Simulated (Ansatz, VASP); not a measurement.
One calculation of InP, two programs

Contents of INCAR:

```
PREC = Accurate ; ENCUT = 520
EDIFF = 1E-7 ; ISMEAR = 0
SIGMA = 0.15 ; LREAL = F
LASPH = T ; NELM = 80
ALGO = Normal ; ISIF = 2
LWAVE = F ; LCHARG = T
GGA = PE ; LELF = T
LVHAR = T ; NBANDS = 16
```

File KPOINTS:

```
Automatic mesh
0
Gamma
  18 18 18
```

Contents of POSCAR:

```
InP
1.0
    0.0000000000      2.7331787731      2.8441236977
    2.7331787731      0.0000000000      2.8441236977
    2.7331787731      2.7331787731      0.0000000000
In P
1 1
Direct
    0.0000000000      0.0000000000      0.0000000000
    0.5000000000      0.5000000000      0.5000000000
```

Input for Ansatz:

```yaml
crystal:
  lattice:
    - [0.0, 2.7331787731, 2.8441236977]
    - [2.7331787731, 0.0, 2.8441236977]
    - [2.7331787731, 2.7331787731, 0.0]
  atoms:
    - { symbol: In, position: [0.0, 0.0, 0.0] }
    - { symbol: P, position: [0.5, 0.5, 0.5] }
basis:
  ecutwfc: 420
kpoints:
  mp_grid: { grid: [18, 18, 18] }
hamiltonian:
  xc: pbe
scf:
  occupations: { method: gaussian, width: 0.15 }
output:
  forces: true
  stress: true
  eigenvalues: true
```

Change from the starting cell: strain +e along x and -e along y +0.0000, strain +e along z and -e/2 along x and y +0.0267.

Alike in both runs: task single point; functional PBE; k mesh 18 × 18 × 18; occupations gaussian, width 0.15 eV; no spin polarisation.

```csv
,VASP,Ansatz
version,VASP 6.6.1,Ansatz 0.2.0
potentials or method,"VASP PAW PBE potentials, release 64 (In_d, P), cutoff 520 eV","scalar-relativistic, plane waves, PAW"
valence electrons in the cell,18,18
```

```csv
,VASP,Ansatz,Ansatz less VASP
gap on the k mesh at the Fermi level (eV),none,none,-
pressure (GPa),0.2,0.3,+0.04
"traceless stress, the component that is largest in VASP (GPa)",-2.58,-2.59,-0.011
```

A gap of «none» marks a metal or a gap that the smearing closes. The functional is the same, so the differences come from potentials, cutoffs and numerics.
